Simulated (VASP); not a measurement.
A run of VASP 6.6.1 is set up as follows.

Contents of INCAR:

```
SYSTEM = Be
  PREC = Accurate
  ENCUT = 520
  EDIFF = 1E-6
  ISMEAR = -1
  SIGMA = 0.05
  LREAL = .False.
  LASPH = .True.
  NELM = 100
  ALGO = Normal
  ISIF = 2
  LWAVE = .False.
  LCHARG = .False.
  GGA = PS
  NBANDS = 9
```

File KPOINTS:

```
Automatic mesh
0
Gamma
  23 23 13
  0 0 0
```

File POSCAR:

```
Be
1.0
    1.9007395683      0.0000000000      0.0000000000
   -0.9503697841      1.6460887521      0.0000000000
    0.0000000000      0.0000000000      3.0455748580
Be
2
Direct
    0.3333333333      0.6666666667      0.2500000000
    0.6666666667      0.3333333333      0.7500000000
```

Potentials or basis: VASP PAW PBE potentials, release 64 (Be).

Command:

```sh
$ cat potpaw_PBE.64/Be/POTCAR > POTCAR
$ mpirun -np 1 vasp_std > vasp.out
```

Question: What does it give for the band gap on the k mesh?

Answer: Zero (bands 2 and 3 overlap by 1.76 eV).

Question: What does it give for the pressure?

Answer: 141.4 GPa.

Caveat: the cell stands under pressure; the PAW data sets were made with another functional, which shifts forces and pressure a little.
